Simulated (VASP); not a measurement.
# PbI2 (P-3m1) in VASP: notebook, part 2 of 2

VASP 6.6.1. The steps go on from the part before.

### Step 4. Single point, PBE

This run uses another cell than the first one, of 42.48 Å³/atom.

Contents of INCAR:

```
ALGO     = Normal         # electronic algorithm
EDIFF    = 1E-6           # SCF threshold, eV
ENCUT    = 500            # plane-wave cutoff, eV
GGA      = PE             # functional
GGA_COMPAT= False        
ISIF     = 2              # what is computed and relaxed
ISMEAR   = -1             # smearing method
LASPH    = True           # aspherical terms in the spheres
LCHARG   = False          # write CHGCAR
LREAL    = False          # projectors in reciprocal space
LWAVE    = False          # write WAVECAR
NBANDS   = 21             # bands
NELM     = 120            # most SCF steps
PREC     = Accurate       # precision mode
SIGMA    = 0.05           # smearing width, eV
```

Contents of KPOINTS:

```
k-points
0
Gamma
  6 6 4
```

Contents of POSCAR:

```
PbI2
1.0
    4.5550000000      0.0000000000      0.0000000000
   -2.2775000000      3.9447500000      0.0000000000
    0.0000000000      0.0000000000      7.0932833333
Pb I
1 2
Direct
    0.0000000000      0.0000000000      0.0000000000
    0.3333333333      0.6666666667      0.2650000000
    0.6666666667      0.3333333333      0.7350000000
```

Potentials or basis: VASP PAW PBE potentials, release 64 (Pb_d, I).

The run is started by

```console
$ cat potpaw_PBE.64/Pb_d/POTCAR potpaw_PBE.64/I/POTCAR > POTCAR
$ mpirun -np 1 vasp_std > vasp.out
```

OUTCAR:

```text
EDIFF = 1E-6
   ENCUT = 500
   GGA = PE
   ISIF = 2
   ISMEAR = -1
   LASPH = True
   LREAL = False
   NELM = 120
   PREC = Accurate

 ion  position               nearest neighbor table
   1  0.000  0.000  0.000-   2 3.23   3 3.23   3 3.23   2 3.23   3 3.23   2 3.23
   2  0.333  0.667  0.265-   1 3.23   1 3.23   1 3.23
   3  0.667  0.333  0.735-   1 3.23   1 3.23   1 3.23

  LATTYP: Found a hexagonal cell.
 ALAT       =     4.5550000000
 C/A-ratio  =     1.5572521039

  Lattice vectors:

 A1 = (   4.5550000000,   0.0000000000,   0.0000000000)
 A2 = (  -2.2775000000,   3.9447500000,   0.0000000000)
 A3 = (   0.0000000000,   0.0000000000,   7.0932833333)

Analysis of symmetry for initial positions (statically):
=====================================================================
 Subroutine PRICEL returns:
 Original cell was already a primitive cell.

 Routine SETGRP: Setting up the symmetry group for a
 hexagonal supercell.

 Subroutine GETGRP returns: Found 12 space group operations
 (whereof 12 operations were pure point group operations)
 out of a pool of 24 trial point group operations.
[... 160 lines left out ...]
  free energy    TOTEN  =        -8.57125178 eV

  energy without entropy =       -8.57125178  energy(sigma->0) =       -8.57125178

 E-fermi :   3.5644     XC(G=0):  -8.0582

 val. band max:        2.5229168100   @ k =   0.0000   0.0000   0.5000
 cond. band min:       4.7764710873   @ k =   0.0000   0.0000   0.5000
 fundamental gap:      2.2535542773
 Fermi energy:         3.5644201053

 k-point     1 :       0.0000    0.0000    0.0000
  band No.  band energies     occupation
      1     -13.6064      2.00000
      2     -13.6064      2.00000
      3     -13.5920      2.00000
      4     -13.5855      2.00000
      5     -13.5855      2.00000
      6      -9.6267      2.00000
[... 565 lines left out ...]
     20      10.2544      0.00000
     21      10.6500      0.00000

------------------------ aborting loop because EDIFF is reached ----------------------------------------

  FORCE on cell =-STRESS in cart. coord.  units (eV):
  Direction    XX          YY          ZZ          XY          YZ          ZX
  --------------------------------------------------------------------------------------
  -------------------------------------------------------------------------------------
  Total        1.0769147      1.0769170      0.9816887      0.0000000     -0.0000000      0.0000000
  in kB       13.5374451     13.5374745     12.3403988      0.0000000     -0.0000000      0.0000000
  external PRESSURE =      13.1384395 kB  Pullay stress =       0.0000000 kB

 VOLUME and BASIS-vectors are now :
 -----------------------------------------------------------------------------
  energy-cutoff  :      500.00
  volume of cell :      127.45
      direct lattice vectors                 reciprocal lattice vectors
     4.555000000  0.000000000  0.000000000     0.219538968  0.126750745  0.000000000
    -2.277500000  3.944750000  0.000000000     0.000000000  0.253501489  0.000000000
     0.000000000  0.000000000  7.093283333     0.000000000  0.000000000  0.140978437

 POSITION                                       TOTAL-FORCE (eV/Angst)
 -----------------------------------------------------------------------------------
      0.00000      0.00000      0.00000        -0.000000      0.000000      0.000000
     -0.00000      2.62983      1.87972        -0.000000      0.000000      0.075275
      2.27750      1.31492      5.21356         0.000000      0.000000     -0.075275
 -----------------------------------------------------------------------------------
    total drift:                               -0.000000     -0.000000      0.000000

  FREE ENERGIE OF THE ION-ELECTRON SYSTEM (eV)
  ---------------------------------------------------
  free  energy   TOTEN  =        -8.5712517810 eV

  energy  without entropy=       -8.5712517809  energy(sigma->0) =       -8.57125178
```

OSZICAR:

```text
N       E                     dE             d eps       ncg     rms          rms(c)
DAV:   1     0.231552832737E+03    0.23155E+03   -0.11507E+04  1008   0.114E+03
DAV:   2     0.130492685706E+02   -0.21850E+03   -0.20941E+03  1128   0.287E+02
DAV:   3    -0.793295200574E+01   -0.20982E+02   -0.20692E+02  1290   0.978E+01
DAV:   4    -0.873575506470E+01   -0.80280E+00   -0.80218E+00  1405   0.225E+01
DAV:   5    -0.875516753811E+01   -0.19412E-01   -0.19412E-01  1369   0.292E+00    0.352E+00
DAV:   6    -0.857231920954E+01    0.18285E+00   -0.44439E-01  1358   0.423E+00    0.238E+00
DAV:   7    -0.856853159537E+01    0.37876E-02   -0.17083E-01  1340   0.191E+00    0.112E+00
DAV:   8    -0.857106713498E+01   -0.25355E-02   -0.21718E-02  1148   0.127E+00    0.208E-01
DAV:   9    -0.857109514698E+01   -0.28012E-04   -0.28603E-03  1225   0.404E-01    0.977E-02
DAV:  10    -0.857122932901E+01   -0.13418E-03   -0.37283E-04  1188   0.139E-01    0.276E-02
DAV:  11    -0.857125190851E+01   -0.22580E-04   -0.54537E-05  1262   0.407E-02    0.147E-02
DAV:  12    -0.857125178095E+01    0.12756E-06   -0.92309E-06  1193   0.176E-02
   1 F= -.85712518E+01 E0= -.85712518E+01  d E =-.410641E-10
```

stdout:

```text
POSCAR found type information on POSCAR PbI
 POSCAR found :  2 types and       3 ions
 scaLAPACK will be used
 LDA part: xc-table for (Slater+PW92), standard interpolation
 POSCAR, INCAR and KPOINTS ok, starting setup
 FFT: planning ... GRIDC
 FFT: planning ... GRID_SOFT
 FFT: planning ... GRID
 WAVECAR not read
 entering main loop
```

Wall time 79 s (1 thread of Intel Xeon 8259CL, shared host); peak memory 0.27 GiB.

What came out:

| Quantity | Value |
| --- | --- |
| Free energy | -8.5713 eV |
| Pressure | 1.3 GPa |
| Largest force | 0.075 eV/Å |
| Band gap on the k mesh | 2.25 eV |

Forces on the atoms (eV/Å):
```
Pb   0.000  0.000  0.000
I    0.000  0.000  0.075
I    0.000  0.000 -0.075
```

Caveat: spin-orbit coupling is left out, which moves the levels of the heavy elements; this functional lacks dispersion, which binds the layers, so the pressure and a relaxed spacing across them are unreliable. A k mesh can miss the band edges.

### Step 5. Single point, PBE

This run uses another cell than the first one, of 43.18 Å³/atom.

Contents of INCAR:

```
SYSTEM = PbI2
PREC = Accurate ; ENCUT = 500
EDIFF = 1E-6 ; ISMEAR = -1
SIGMA = 0.05 ; LREAL = .FALSE.
LASPH = .TRUE. ; NELM = 120
ALGO = Normal ; ISIF = 2
LWAVE = .FALSE. ; LCHARG = .TRUE.
GGA = PE ; LELF = .TRUE.
LVHAR = .TRUE. ; NBANDS = 21
GGA_COMPAT = .FALSE.
```

Contents of KPOINTS:

```
regular mesh
0
G
  6 6 4
  0 0 0
```

Edit POSCAR of step 4 so:

```diff
@@ -4,3 +4,3 @@
    -2.2775000000      3.9447500000      0.0000000000
-    0.0000000000      0.0000000000      7.0932833333
+    0.0000000000      0.0000000000      7.2095666667
 Pb I
```

Potentials or basis: VASP PAW PBE potentials, release 64 (Pb_d, I).

The run is started by

```console
$ cat potpaw_PBE.64/Pb_d/POTCAR potpaw_PBE.64/I/POTCAR > POTCAR
$ mpirun -np 1 vasp_std > vasp.out
```

OUTCAR:

```text
SYSTEM = PbI2
   PREC = Accurate
   ENCUT = 500
   EDIFF = 1E-6
   ISMEAR = -1
   LREAL = .FALSE.
   LASPH = .TRUE.
   NELM = 120
   ISIF = 2
   GGA = PE

 ion  position               nearest neighbor table
   1  0.000  0.000  0.000-   2 3.25   3 3.25   3 3.25   2 3.25   3 3.25   2 3.25
   2  0.333  0.667  0.265-   1 3.25   1 3.25   1 3.25
   3  0.667  0.333  0.735-   1 3.25   1 3.25   1 3.25

  LATTYP: Found a hexagonal cell.
 ALAT       =     4.5550000000
 C/A-ratio  =     1.5827808269

  Lattice vectors:

 A1 = (   4.5550000000,   0.0000000000,   0.0000000000)
 A2 = (  -2.2775000000,   3.9447500000,   0.0000000000)
 A3 = (   0.0000000000,   0.0000000000,   7.2095666667)

Analysis of symmetry for initial positions (statically):
=====================================================================
 Subroutine PRICEL returns:
 Original cell was already a primitive cell.

 Routine SETGRP: Setting up the symmetry group for a
 hexagonal supercell.

 Subroutine GETGRP returns: Found 12 space group operations
 (whereof 12 operations were pure point group operations)
 out of a pool of 24 trial point group operations.

The static configuration has the point symmetry D_3d.

Analysis of symmetry for dynamics (positions and initial velocities):
=====================================================================
 Subroutine PRICEL returns:
 Original cell was already a primitive cell.

 Routine SETGRP: Setting up the symmetry group for a
 hexagonal supercell.

 Subroutine GETGRP returns: Found 12 space group operations
 (whereof 12 operations were pure point group operations)
 out of a pool of 24 trial point group operations.

The dynamic configuration has the point symmetry D_3d.

 Subroutine INISYM returns: Found 12 space group operations
 (whereof 12 operations are pure point group operations),
 and found     1 'primitive' translations

----------------------------------------------------------------------------------------
[... 111 lines left out ...]
   IALGO  =     38    algorithm
   IMIX   =      4    mixing-type and parameters
     AMIX     =   0.40;   BMIX     =  1.00
     AMIX_MAG =   1.60;   BMIX_MAG =  1.00
  volume/ion in A,a.u.               =      43.18       291.40
  Fermi-wavevector in a.u.,A,eV,Ry     =   0.982476  1.856610 13.133140  0.965259
  Thomas-Fermi vector in A             =   2.113561
   LORBIT       =      0    0 simple, 1 ext, 2 COOP (PROOUT), +10 PAW based schemes
   GGA     = PE    functional components
   LHFCALC =     F    Hartree Fock is set to
   AEXX    =    0.0000 exact exchange contribution
   IVDW    =     0    specifies the selected vdW correction
   LEPSILON=     F    determine dielectric tensor
   LRPA    =     F    only Hartree local field effects (RPA)
 non-spin polarized calculation
  energy-cutoff  :      500.00
  volume of cell :      129.54
 maximum number of plane-waves:      3333
 NGX is ok and might be reduce to    36
   NGX = 17   NGY = 17   NGZ = 27

 number of electron      28.0000007 magnetization

 Free energy of the ion-electron system (eV)
  ---------------------------------------------------
  ext. energy  EPLUGINS =         0.00000000
  ---------------------------------------------------
  free energy    TOTEN  =        -8.58366087 eV

  energy without entropy =       -8.58366087  energy(sigma->0) =       -8.58366087

 E-fermi :   3.3785     XC(G=0):  -7.9889

 val. band max:        2.3666118396   @ k =   0.0000   0.0000   0.5000
 cond. band min:       4.6588192394   @ k =   0.0000   0.0000   0.5000
 fundamental gap:      2.2922073998
 Fermi energy:         3.3785229172

 k-point     1 :       0.0000    0.0000    0.0000
  band No.  band energies     occupation
      1     -13.7765      2.00000
      2     -13.7765      2.00000
      3     -13.7611      2.00000
      4     -13.7561      2.00000
      5     -13.7561      2.00000
      6      -9.7069      2.00000
[... 565 lines left out ...]
     20      10.1322      0.00000
     21      10.5187      0.00000

------------------------ aborting loop because EDIFF is reached ----------------------------------------

  FORCE on cell =-STRESS in cart. coord.  units (eV):
  Direction    XX          YY          ZZ          XY          YZ          ZX
  --------------------------------------------------------------------------------------
  -------------------------------------------------------------------------------------
  Total        0.7743709      0.7743726      0.5099447      0.0000000      0.0000000      0.0000000
  in kB        9.5772886      9.5773094      6.3069097      0.0000000      0.0000000      0.0000000
  external PRESSURE =       8.4871692 kB  Pullay stress =       0.0000000 kB

 VOLUME and BASIS-vectors are now :
 -----------------------------------------------------------------------------
  energy-cutoff  :      500.00
  volume of cell :      129.54
      direct lattice vectors                 reciprocal lattice vectors
     4.555000000  0.000000000  0.000000000     0.219538968  0.126750745  0.000000000
    -2.277500000  3.944750000  0.000000000     0.000000000  0.253501489  0.000000000
     0.000000000  0.000000000  7.209566667     0.000000000  0.000000000  0.138704592

 POSITION                                       TOTAL-FORCE (eV/Angst)
 -----------------------------------------------------------------------------------
      0.00000      0.00000      0.00000        -0.000000      0.000000      0.000000
     -0.00000      2.62983      1.91054        -0.000000     -0.000000     -0.020821
      2.27750      1.31492      5.29903         0.000000      0.000000      0.020821
 -----------------------------------------------------------------------------------
    total drift:                               -0.000000     -0.000000      0.000000

  FREE ENERGIE OF THE ION-ELECTRON SYSTEM (eV)
  ---------------------------------------------------
  free  energy   TOTEN  =        -8.5836608695 eV

  energy  without entropy=       -8.5836608695  energy(sigma->0) =       -8.58366087
```

OSZICAR:

```text
N       E                     dE             d eps       ncg     rms          rms(c)
DAV:   1     0.228904591625E+03    0.22890E+03   -0.11493E+04  1008   0.114E+03
DAV:   2     0.142515142115E+02   -0.21465E+03   -0.20532E+03  1052   0.290E+02
DAV:   3    -0.789245570105E+01   -0.22144E+02   -0.21872E+02  1321   0.103E+02
DAV:   4    -0.875838497715E+01   -0.86593E+00   -0.86502E+00  1325   0.230E+01
DAV:   5    -0.878171467209E+01   -0.23330E-01   -0.23328E-01  1389   0.335E+00    0.341E+00
DAV:   6    -0.858520978910E+01    0.19650E+00   -0.48460E-01  1348   0.434E+00    0.233E+00
DAV:   7    -0.858070343044E+01    0.45064E-02   -0.17689E-01  1335   0.192E+00    0.113E+00
DAV:   8    -0.858348165070E+01   -0.27782E-02   -0.22180E-02  1128   0.128E+00    0.202E-01
DAV:   9    -0.858349612041E+01   -0.14470E-04   -0.31996E-03  1226   0.409E-01    0.953E-02
DAV:  10    -0.858363487575E+01   -0.13876E-03   -0.40604E-04  1158   0.144E-01    0.288E-02
DAV:  11    -0.858366138240E+01   -0.26507E-04   -0.62825E-05  1223   0.430E-02    0.152E-02
DAV:  12    -0.858366086952E+01    0.51288E-06   -0.97933E-06  1222   0.174E-02
   1 F= -.85836609E+01 E0= -.85836609E+01  d E =-.714550E-10
```

Wall time 82 s (1 thread of Intel Xeon 8259CL, shared host); peak memory 0.27 GiB.

What came out:

- Free energy: -8.5837 eV
- Pressure: 0.8 GPa
- Largest force: 0.021 eV/Å
- Band gap on the k mesh: 2.29 eV

Forces on the atoms (eV/Å):
```
Pb   0.000  0.000  0.000
I    0.000  0.000 -0.021
I    0.000  0.000  0.021
```

Caveat: spin-orbit coupling is left out, which moves the levels of the heavy elements; this functional lacks dispersion, which binds the layers, so the pressure and a relaxed spacing across them are unreliable. A k mesh can miss the band edges.

### Step 6. Single point, PBE

This run uses another cell than the first one, of 43.88 Å³/atom.

Contents of INCAR:

```
SYSTEM = PbI2
PREC     = Accurate       ! precision mode
ENCUT    = 500            ! plane-wave cutoff, eV
EDIFF    = 1E-6           ! SCF threshold, eV
ISMEAR   = -1             ! smearing method
SIGMA    = 0.05           ! smearing width, eV
LREAL    = .False.        ! projectors in reciprocal space
LASPH    = .True.         ! aspherical terms in the spheres
NELM     = 120            ! most SCF steps
ALGO     = Normal         ! electronic algorithm
ISIF     = 2              ! what is computed and relaxed
LWAVE    = .False.        ! write WAVECAR
LCHARG   = .True.         ! write CHGCAR
GGA      = PE             ! functional
LELF     = .True.         ! ELF
LVHAR    = .True.       
NBANDS   = 21             ! bands
GGA_COMPAT= .False.
```

Contents of KPOINTS:

```
Automatic mesh
0
Gamma
  6 6 4
  0 0 0
```

Edit POSCAR of step 5 so:

```diff
@@ -4,3 +4,3 @@
    -2.2775000000      3.9447500000      0.0000000000
-    0.0000000000      0.0000000000      7.2095666667
+    0.0000000000      0.0000000000      7.3258500000
 Pb I
```

Potentials or basis: VASP PAW PBE potentials, release 64 (Pb_d, I).

The run is started by

```console
$ cat potpaw_PBE.64/Pb_d/POTCAR potpaw_PBE.64/I/POTCAR > POTCAR
$ mpirun -np 1 vasp_std > vasp.out
```

Run time: 84 s. Hardware: 1 thread of Intel Xeon 8259CL, shared host; peak memory 0.26 GiB.

The run converged. Its results:

```
Free energy            : -8.5883 eV
Pressure               : 0.4 GPa
Largest force          : 0.115 eV/Å
Band gap on the k mesh : 2.33 eV
```

Forces in eV/Å, atoms in the order of the input:
```
Pb   0.000  0.000  0.000
I    0.000  0.000 -0.115
I    0.000  0.000  0.115
```

Stress tensor (GPa, compression positive):
```
0.60 0.00 0.00
0.00 0.60 0.00
0.00 0.00 0.05
```

Levels at points of the mesh, in eV from the valence-band top:
```
           k point  band 10  band 11  band 12  band 13  band 14  band 15  band 16  band 17  band 18  band 19
(0.00, 0.00, 0.00)    -0.85    -0.85    -0.83    -0.75    -0.75     2.60     3.37     3.37     6.31     7.22
(0.50, 0.00, 0.00)    -2.26    -1.82    -1.49    -0.71    -0.42     2.84     3.61     4.34     5.18     7.97
(0.00, 0.00, 0.50)    -0.96    -0.96    -0.62    -0.62     0.00     2.33     3.24     3.24     6.40     7.51
(0.50, 0.00, 0.50)    -1.72    -1.65    -1.22    -0.99    -0.79     3.08     3.63     3.95     5.73     7.48
```

Caveat: spin-orbit coupling is left out, which moves the levels of the heavy elements; this functional lacks dispersion, which binds the layers, so the pressure and a relaxed spacing across them are unreliable. A k mesh can miss the band edges.

### Step 7. Overview

```csv
cell,gap on the mesh (eV),pressure (GPa),largest force (eV/Å)
"a = 4.555, b = 4.555, c = 6.861 Å, angles 90.0, 90.0, 120.0°, 3 atoms",2.18,2.4,0.27
"a = 4.555, b = 4.555, c = 6.977 Å, angles 90.0, 90.0, 120.0°, 3 atoms",2.22,1.8,0.17
"a = 4.555, b = 4.555, c = 7.093 Å, angles 90.0, 90.0, 120.0°, 3 atoms",2.25,1.3,0.08
"a = 4.555, b = 4.555, c = 7.210 Å, angles 90.0, 90.0, 120.0°, 3 atoms",2.29,0.8,0.02
"a = 4.555, b = 4.555, c = 7.326 Å, angles 90.0, 90.0, 120.0°, 3 atoms",2.33,0.4,0.12
```

Alike in all rows: task single point; level PBE; potentials or basis VASP PAW PBE potentials, release 64 (Pb_d, I); no spin polarisation; k mesh 6 × 6 × 4; cutoff (eV) 500; smearing fermi-dirac 0.05 eV.

Caveats: spin-orbit coupling is left out, which moves the levels of the heavy elements; this functional lacks dispersion, which binds the layers, so the pressure and a relaxed spacing across them are unreliable.

Total energies depend on the potentials used, so only differences within one code and one set of settings carry meaning.
